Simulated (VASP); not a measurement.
Write the native input for VASP 6.6.1 that does the following.

| Item | Value |
| --- | --- |
| Task | relaxation of cell and atoms |
| Functional | PBE |
| Potentials or basis | VASP PAW PBE potentials, release 64 (Al, H) |
| Cutoff | 600 eV |
| k mesh | 8 × 8 × 4 |
| Occupations | gaussian, width 0.02 eV |
| Spin | no spin polarisation |
| Dipole correction | no |
| Further INCAR settings | ALGO = Normal; EDIFF = 1e-06; IBRION = 2; EDIFFG = -0.01; NSW = 100; ISIF = 3 |

The structure of AlH7 lies in POSCAR:

```
AlH7
1.0
    3.3929812236      0.0000000000      0.0000000000
    0.0000000000      3.3929812236      0.0000000000
    0.0000000000      0.0000000000      8.4411168382
Al H
1 7
Direct
    0.5000000000      0.5000000000      0.2115403895
    0.1095088197      0.5000000000      0.7277474348
    0.8904911803      0.5000000000      0.7277474348
    0.5000000000      0.1095088197      0.7277474348
    0.5000000000      0.8904911803      0.7277474348
    0.5000000000      0.0000000000      0.1465030653
    0.0000000000      0.5000000000      0.1465030653
    0.5000000000      0.5000000000      0.3990073307
```

These files were run (other wordings do the same):

INCAR

```
PREC = Accurate ; ENCUT = 600
EDIFF = 1E-6 ; ISMEAR = 0
SIGMA = 0.02 ; LREAL = F
LASPH = T ; NELM = 100
ALGO = Normal ; ISIF = 3
LWAVE = F ; LCHARG = F
GGA = PE ; IBRION = 2
NSW = 100 ; EDIFFG = -0.01
```

KPOINTS

```
regular mesh
0
Gamma
  8 8 4
```

Potentials or basis: VASP PAW PBE potentials, release 64 (Al, H).

Command:

```console
$ cat potpaw_PBE.64/Al/POTCAR potpaw_PBE.64/H/POTCAR > POTCAR
$ mpirun -np 1 vasp_std > vasp.out
```

It gave:

```json
{"Relaxed volume": "12.14 Å³/atom", "Relaxed cell": "a = 3.393 Å, b = 3.393 Å, c = 8.441 Å, α = 90.00°, β = 90.00°, γ = 90.00°", "Space group after relaxing (to 0.05 Å)": "P4mm (No. 99)", "Energy gained by relaxing": "0.0 meV/atom", "Ionic steps": "3", "Pressure after relaxing": "0.0 GPa", "Largest force after relaxing": "0.004 eV/Å", "Band gap on the k mesh": "1.53 eV, indirect (least direct gap 3.67 eV)"}
```

Wall time 100 s on 1 thread of AMD EPYC 7R13 Processor (Zen 3) (shared host), peak memory 0.2 GiB.
